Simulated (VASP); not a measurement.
Wanted: the native input for a VASP 6.6.1 run.

```
Task                   : single point
Functional             : LDA
Potentials or basis    : VASP PAW LDA potentials, release 64 (Na_pv, B, P)
Cutoff                 : 520 eV
k mesh                 : 2 × 1 × 1
Occupations            : fermi-dirac, width 0.05 eV
Spin                   : no spin polarisation
Dipole correction      : no
Further INCAR settings : LREAL = Auto; ALGO = Normal; EDIFF = 1e-07; NBANDS = 86
```

The structure of Na3BP2 lies in POSCAR:

```
Na3BP2
1.0
    7.1493640000      0.0000000000      0.0000000000
    0.0000000000      9.4916290000      0.0000000000
   -3.3367450000      0.0000000000      8.7276410000
Na B P
12 4 8
Direct
    0.7616219665      0.4052728989      0.7566993189
    0.2027408258     -0.0976755413      1.1185955059
    0.3543532060      0.4805497560      0.5596472174
    0.9100508625      0.5861480679      0.5112721754
    0.6048287697      1.1018235121      0.5403292826
    0.2841766632      0.4667059785      0.8495651918
    0.1243110740      0.0472521629      0.4464665767
    1.0217916592      0.4935296144      0.2242186634
    0.4371605340      0.1897250725      0.0727115151
    0.3994525849      0.6883960593      0.2513623097
    0.7471658607      0.9114452324     -0.0563840790
    0.0797931997      0.8048671097      0.7196446325
    0.2125610864      0.2217006164      0.6794275796
    0.7935594920      0.6874057130      0.8444893643
    0.1331971063      0.2602503743      0.1663221482
    0.8376919522      0.8661421554      0.3199719145
    0.3643116505      0.3313235273      0.3114701899
    0.6076497101      0.9449062959      0.2394576037
    0.5463587750      0.6326416677      0.8293764604
    0.4281354132      0.1391436602      0.7636771494
    0.9801829778      0.2922891318      0.5511913242
    0.0708641245      0.6537444732      0.9260921708
    0.0682002416      0.7853235730      0.3494987935
    0.9961733478      0.1503324666      0.0300310244
```

The input as run:

INCAR

```
ALGO     = Normal         # electronic algorithm
EDIFF    = 1E-7           # SCF threshold, eV
ENCUT    = 520            # plane-wave cutoff, eV
GGA      = CA             # functional
ISIF     = 2              # what is computed and relaxed
ISMEAR   = -1             # smearing method
LASPH    = True           # aspherical terms in the spheres
LCHARG   = False          # write CHGCAR
LREAL    = Auto         
LWAVE    = False          # write WAVECAR
NBANDS   = 86             # bands
NELM     = 60             # most SCF steps
PREC     = Accurate       # precision mode
SIGMA    = 0.05           # smearing width, eV
```

KPOINTS

```
k-points
0
Gamma
  2 1 1
```

Potentials or basis: VASP PAW LDA potentials, release 64 (Na_pv, B, P).

The run is started by

```sh
$ cat potpaw_LDA.64/Na_pv/POTCAR potpaw_LDA.64/B/POTCAR potpaw_LDA.64/P/POTCAR > POTCAR
$ mpirun -np 1 vasp_std > vasp.out
```

It gave:

```yaml
Pressure: 0.3 GPa
Largest_force: 3.378 eV/Å
Band_gap_on_the_k_mesh: 0.64 eV, indirect (least direct gap 0.73 eV)
```

Caveat: the k points lie up to 0.72 Å⁻¹ apart; forces of over 1 eV/Å act on the atoms, so gaps and moduli don't describe the material at rest.

Wall time 5.5 min on 1 thread of Oxide Virtual Turin-like Processor, with other jobs on the host, peak memory 0.43 GiB.
